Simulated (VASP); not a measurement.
# Zn (P-1) in VASP: relaxation of cell and atoms with LDA

Aim: the relaxation of cell and atoms of Zn with LDA.

Everything below comes from runs of VASP 6.6.1. Logs are shortened: lines on timing, memory, paths and dates and some standing lists are left out, and cuts for length are marked.

### 1 The cell of the first run

The typed cell holds 1 atom: a = 2.957 Å, b = 2.540 Å, c = 2.586 Å, α = 106.99°, β = 108.68°, γ = 110.68°.

### 2 Relaxation of cell and atoms, LDA

INCAR

```
SYSTEM = Zn
ALGO = Fast
EDIFF = 1E-7
EDIFFG = -0.01
ENCUT = 600
IBRION = 2
ISIF = 3
ISMEAR = -1
LASPH = .True.
LCHARG = .False.
LREAL = .False.
LWAVE = .False.
NELM = 60
NSW = 60
PREC = Accurate
SIGMA = 0.05
```

KPOINTS

```
k-points
0
Gamma
  11 12 12
  0 0 0
```

POSCAR

```
Zn
1.0
   -1.5935815700      1.7766151400      1.7460215800
    1.5039206500     -1.5066388000      1.3863843100
    1.5441115400      1.4571687700     -1.4760452300
Zn
1
Direct
    0.0000000000      0.0000000000      0.0000000000
```

Potentials or basis: VASP PAW LDA potentials, release 64 (Zn).

The run is started by

```console
> cat potpaw_LDA.64/Zn/POTCAR > POTCAR
> mpirun -np 1 vasp_std > vasp.out
```

OUTCAR:

```text
SYSTEM = Zn
   EDIFF = 1E-7
   EDIFFG = -0.01
   ENCUT = 600
   IBRION = 2
   ISIF = 3
   ISMEAR = -1
   LASPH = .True.
   LREAL = .False.
   NELM = 60
   NSW = 60
   PREC = Accurate

 ion  position               nearest neighbor table
   1  0.000  0.000  0.000-

  LATTYP: Found a triclinic cell.
 ALAT       =     2.5857940353
 B/A-ratio  =     1.5935497353
 C/A-ratio  =     2.0554494821
 COS(alpha) =     0.0013194646
 COS(beta)  =     0.5250372924
 COS(gamma) =     0.8076867179

  Lattice vectors:

 A1 = (  -1.5441115400,  -1.4571687700,   1.4760452300)
 A2 = (  -0.0401908900,  -2.9638075700,   2.8624295400)
 A3 = (  -4.6416137600,   1.8260851700,   1.8356825000)

Analysis of symmetry for initial positions (statically):
=====================================================================
 Subroutine PRICEL returns:
 Original cell was already a primitive cell.

 Routine SETGRP: Setting up the symmetry group for a
 triclinic supercell.

 Subroutine GETGRP returns: Found  2 space group operations
 (whereof  2 operations were pure point group operations)
 out of a pool of  2 trial point group operations.

The static configuration has the point symmetry S_2 .

Analysis of symmetry for dynamics (positions and initial velocities):
=====================================================================
 Subroutine PRICEL returns:
 Original cell was already a primitive cell.

 Routine SETGRP: Setting up the symmetry group for a
 triclinic supercell.

 Subroutine GETGRP returns: Found  2 space group operations
 (whereof  2 operations were pure point group operations)
 out of a pool of  2 trial point group operations.

The dynamic configuration has the point symmetry S_2 .

 Subroutine INISYM returns: Found  2 space group operations
 (whereof  2 operations are pure point group operations),
 and found     1 'primitive' translations

----------------------------------------------------------------------------------------

                                     Primitive cell

  volume of cell :      15.3108

  direct lattice vectors                    reciprocal lattice vectors
    -1.593581570  1.776615140  1.746021580     0.013302410  0.284803858  0.295077469
     1.503920650 -1.506638800  1.386384310     0.337447958 -0.022458176  0.330838055
     1.544111540  1.457168770 -1.476045230     0.332685502  0.315801988 -0.017695720

  length of vectors
     2.957102456  2.540432886  2.585794035     0.410318053  0.473106026  0.459046487

  position of ions in fractional coordinates (direct lattice)
     0.000000000  0.000000000  0.000000000

  ion indices of the primitive-cell ions
   primitive index   ion index
                 1           1

----------------------------------------------------------------------------------------

 KPOINTS: k-points

Automatic generation of k-mesh.
 Grid dimensions read from file:
 generate k-points for:   11   12   12

 Generating k-lattice:

  Cartesian coordinates                     Fractional coordinates (reciprocal lattice)
     0.001209310  0.025891260  0.026825224     0.090909091 -0.000000000  0.000000000
     0.028120663 -0.001871515  0.027569838     0.000000000  0.083333333  0.000000000
     0.027723792  0.026316832 -0.001474643     0.000000000  0.000000000  0.083333333

  Length of vectors
     0.037301641  0.039425502  0.038253874

  Shift w.r.t. Gamma in fractional coordinates (k-lattice)
     0.000000000  0.000000000  0.000000000

 Subroutine IBZKPT returns following result:
 ===========================================

 Found    794 irreducible k-points:

 Following reciprocal coordinates:
            Coordinates               Weight
  0.000000  0.000000  0.000000      1.000000
  0.090909  0.000000  0.000000      2.000000
  0.181818  0.000000 -0.000000      2.000000
  0.272727  0.000000  0.000000      2.000000
  0.363636  0.000000  0.000000      2.000000
  0.454545  0.000000  0.000000      2.000000
[... 16 lines left out ...]
  0.454545  0.166667  0.000000      2.000000
 -0.454545  0.166667  0.000000      2.000000
 [... further k-points ...]
   k-points           NKPTS =    794   k-points in BZ     NKDIM =    794   number of bands    NBANDS=     10
   number of dos      NEDOS =    301   number of ions     NIONS =      1
   total plane-waves  NPLWV =  11520
   dimension x,y,z NGX =    24 NGY =   20 NGZ =   24
   dimension x,y,z NGXF=    48 NGYF=   40 NGZF=   48
   ions per type =               1
   NGX,Y,Z   is equivalent  to a cutoff of  13.49, 13.09, 15.43 a.u.
   NGXF,Y,Z  is equivalent  to a cutoff of  26.99, 26.18, 30.86 a.u.
 SYSTEM =  Zn
   PREC   = accura    normal or accurate (medium, high low for compatibility)
   ISTART =      0    job   : 0-new  1-cont  2-samecut
   ICHARG =      2    charge: 1-file 2-atom 10-const
   ISPIN  =      1    spin polarized calculation?
   LNONCOLLINEAR =      F non collinear calculations
   LSORBIT =      F    spin-orbit coupling
   LASPH  =      T    aspherical Exc in radial PAW
   ENCUT  =  600.0 eV  44.10 Ry    6.64 a.u.   5.91  5.07  5.16*2*pi/ulx,y,z
   NELM   =     60;   NELMIN=  2; NELMDL= -5     # of ELM steps
   EDIFF  = 0.1E-06   stopping-criterion for ELM
   LREAL  =      F    real-space projection
   EDIFFG = -.1E-01   stopping-criterion for IOM
   NSW    =     60    number of steps for IOM
   IBRION =      2    ionic relax: 0-MD 1-quasi-New 2-CG
   NFREE  =      1    steps in history (QN), initial steepest desc. (CG)
   ISIF   =      3    stress and relaxation
   ISYM   =      2    0-nonsym 1-usesym 2-fastsym
   POTIM  = 0.5000    time-step for ionic-motion
   TEBEG  =    0.0;   TEEND  =   0.0 temperature during run
   PSTRESS=    0.0 pullay stress
   NELECT =      12.0000    total number of electrons
   NUPDOWN=      -1.0000    fix difference up-down
   EMIN   =  10.00;   EMAX   =-10.00  energy-range for DOS
   EFERMI =   0.00;   METHOD = LEGACY
   ISMEAR =    -1;   SIGMA  =   0.05  broadening in eV -4-tet -1-fermi 0-gaus
   EFERMI_NEDOS =   21; number of points for ismear=-14 and -15
   IALGO  =     68    algorithm
   IMIX   =      4    mixing-type and parameters
     AMIX     =   0.40;   BMIX     =  1.00
     AMIX_MAG =   1.60;   BMIX_MAG =  1.00
  volume/ion in A,a.u.               =      15.31       103.32
  Fermi-wavevector in a.u.,A,eV,Ry     =   1.509393  2.852338 30.997692  2.278266
  Thomas-Fermi vector in A             =   2.619721
   LORBIT       =      0    0 simple, 1 ext, 2 COOP (PROOUT), +10 PAW based schemes
   GGA     = CA    functional components
   LHFCALC =     F    Hartree Fock is set to
   AEXX    =    0.0000 exact exchange contribution
   IVDW    =     0    specifies the selected vdW correction
   LEPSILON=     F    determine dielectric tensor
   LRPA    =     F    only Hartree local field effects (RPA)
 conjugate gradient relaxation of ions
 non-spin polarized calculation
 RMM-DIIS sequential band-by-band and
  energy-cutoff  :      600.00
  volume of cell :       15.31
 maximum number of plane-waves:       525
   NGX = 11   NGY = 11   NGZ = 11

--------------------------------------- Ionic step        1  -------------------------------------------

 number of electron      11.9999999 magnetization

 Free energy of the ion-electron system (eV)
  ---------------------------------------------------
  ext. energy  EPLUGINS =         0.00000000
  ---------------------------------------------------
  free energy    TOTEN  =        -1.73955026 eV

  energy without entropy =       -1.73724136  energy(sigma->0) =       -1.73839581

------------------------ aborting loop because EDIFF is reached ----------------------------------------

  FORCE on cell =-STRESS in cart. coord.  units (eV):
  Direction    XX          YY          ZZ          XY          YZ          ZX
  --------------------------------------------------------------------------------------
  -------------------------------------------------------------------------------------
  Total       -0.7935503     -0.3807045     -0.4371371     -0.0826024     -0.1866023      0.0289983
  in kB      -83.0397409    -39.8381827    -45.7434740     -8.6437921    -19.5266799      3.0344826
  external PRESSURE =     -56.2071326 kB  Pullay stress =       0.0000000 kB
[... 86 lines left out ...]
  FREE ENERGIE OF THE ION-ELECTRON SYSTEM (eV)
  ---------------------------------------------------
  free  energy   TOTEN  =        -1.7773793913 eV

  energy  without entropy=       -1.7752614507  energy(sigma->0) =       -1.77632042

[... ionic steps 4 to 31 ...]

--------------------------------------- Ionic step       32  -------------------------------------------

 number of electron      11.9999997 magnetization

------------------------ aborting loop because EDIFF is reached ----------------------------------------

  FORCE on cell =-STRESS in cart. coord.  units (eV):
  Direction    XX          YY          ZZ          XY          YZ          ZX
  --------------------------------------------------------------------------------------
  -------------------------------------------------------------------------------------
  Total       -0.0352544     -0.0000013     -0.0064667      0.0142461     -0.0076775     -0.0068053
  in kB       -4.0554913     -0.0001533     -0.7438929      1.6388014     -0.8831799     -0.7828497
  external PRESSURE =      -1.5998458 kB  Pullay stress =       0.0000000 kB
[... 55 lines left out ...]
  energy  without entropy=       -1.8500078844  energy(sigma->0) =       -1.85089104

--------------------------------------- Ionic step       34  -------------------------------------------

 number of electron      11.9999998 magnetization

 Free energy of the ion-electron system (eV)
  ---------------------------------------------------
  ext. energy  EPLUGINS =         0.00000000
  ---------------------------------------------------
  free energy    TOTEN  =        -1.85179679 eV

  energy without entropy =       -1.85003331  energy(sigma->0) =       -1.85091505

 E-fermi :   3.4171     XC(G=0): -12.3602

 val. band max:        3.3969186929   @ k =   0.2727   0.0000   0.4167
 cond. band min:       3.4333742448   @ k =  -0.2727   0.1667   0.5000
 fundamental gap:      0.0364555519
 Fermi energy:         3.4171336785

 k-point     1 :       0.0000    0.0000    0.0000
  band No.  band energies     occupation
      1      -7.5860      2.00000
      2      -4.8417      2.00000
      3      -4.5210      2.00000
      4      -4.2606      2.00000
      5      -4.0975      2.00000
      6      -3.8311      2.00000
      7      18.3221      0.00000
      8      20.5227      0.00000
      9      22.0325      0.00000
     10      24.6690      0.00000
[... 287 lines left out ...]
 k-point    24 :      -0.4545    0.1667    0.0000
  band No.  band energies     occupation
      1      -5.0588      2.00000
      2      -4.5175      2.00000
      3      -4.3540      2.00000
      4      -4.2330      2.00000
      5      -4.0447      2.00000
      6      -1.9095      2.00000
      7       6.2801      0.00000
      8      14.8280      0.00000
      9      19.4660      0.00000
     10      22.9815      0.00000

 [... further k-points ...]

------------------------ aborting loop because EDIFF is reached ----------------------------------------

  FORCE on cell =-STRESS in cart. coord.  units (eV):
  Direction    XX          YY          ZZ          XY          YZ          ZX
  --------------------------------------------------------------------------------------
  -------------------------------------------------------------------------------------
  Total        0.0006023      0.0097910     -0.0083258      0.0096015      0.0020420     -0.0062571
  in kB        0.0693593      1.1274965     -0.9587707      1.1056779      0.2351530     -0.7205401
  external PRESSURE =       0.0793617 kB  Pullay stress =       0.0000000 kB
[... 16 lines left out ...]
  FREE ENERGIE OF THE ION-ELECTRON SYSTEM (eV)
  ---------------------------------------------------
  free  energy   TOTEN  =        -1.8517967880 eV

  energy  without entropy=       -1.8500333080  energy(sigma->0) =       -1.85091505

 reached required accuracy - stopping structural energy minimisation
```

Wall time 31 min (1 thread of Intel Xeon Platinum 8259CL at 2.50GHz (Skylake/Cascade Lake), shared host); peak memory 0.37 GiB.

What came out:

```
Free energy                           : -1.8518 eV
Relaxed volume                        : 13.91 Å³/atom
Relaxed cell                          : a = 2.647 Å, b = 2.711 Å, c = 2.714 Å, α = 124.45°, β = 97.88°, γ = 108.56°
Space group after relaxing (to 0.1 Å) : Immm (No. 71)
Energy gained by relaxing             : 112.2 meV/atom
Ionic steps                           : 34
Pressure after relaxing               : 0.0 GPa
Band gap on the k mesh                : zero (bands 6 and 7 overlap by 5.16 eV)
```

The path:
```csv
step,energy change (eV),largest force (eV/Å),pressure (GPa),volume (Å³)
1,0.0000,0.0000,-5.62,15.31
2,-0.0353,0.0000,-0.71,14.15
3,-0.0378,0.0000,1.59,13.80
4,-0.0526,0.0000,1.64,13.72
5,-0.0670,0.0000,2.08,13.56
6,-0.0720,0.0000,6.97,13.13
7,-0.0790,0.0000,5.97,13.24
8,-0.0832,0.0000,4.88,13.40
9,-0.0906,0.0000,3.80,13.53
10,-0.1018,0.0000,0.77,13.85
11,-0.0963,0.0000,-4.00,14.50
12,-0.1037,0.0000,-1.20,14.08
13,-0.1037,0.0000,-1.03,14.06
14,-0.1055,0.0000,-0.93,14.03
15,-0.1099,0.0000,-0.19,13.93
16,-0.1076,0.0000,1.60,13.72
17,-0.1109,0.0000,0.46,13.85
18,-0.1116,0.0000,0.25,13.89
19,-0.1119,0.0000,-0.32,13.96
20,-0.1119,0.0000,-0.26,13.94
21,-0.1121,0.0000,-0.06,13.91
22,-0.1121,0.0000,0.09,13.89
23,-0.1121,0.0000,0.20,13.89
24,-0.1121,0.0000,0.07,13.90
25,-0.1121,0.0000,-0.06,13.90
26,-0.1121,0.0000,0.00,13.90
27,-0.1121,0.0000,0.09,13.90
28,-0.1121,0.0000,0.06,13.90
29,-0.1121,0.0000,0.01,13.90
30,-0.1122,0.0000,-0.07,13.92
31,-0.1122,0.0000,-0.23,13.95
32,-0.1122,0.0000,-0.16,13.93
33,-0.1122,0.0000,-0.08,13.92
34,-0.1122,0.0000,0.01,13.91
```

Final structure:
```yaml
crystal:
  lattice:
    - [-1.26199, 1.75185, 1.53059]
    - [1.24816, -1.79973, 1.59735]
    - [1.27952, 1.76873, -1.61310]
  atoms:
    - { symbol: Zn, position: [0.00000, 0.00000, 0.00000] }
```

Levels at points of the mesh, in eV from the Fermi level:
```csv
k point,band 4,band 5,band 6,band 7,band 8,band 9
"(0.00, 0.00, 0.00)",-7.68,-7.51,-7.25,14.90,17.11,18.62
"(0.00, 0.50, 0.00)",-7.04,-6.94,-1.59,1.53,9.58,10.58
"(0.00, 0.00, 0.50)",-7.11,-6.96,-2.28,0.47,11.99,13.15
"(0.00, 0.50, 0.50)",-7.38,-7.04,-3.88,-2.73,18.49,19.86
```

The gap in the log of VASP goes by the Fermi energy; the results here count the filled bands.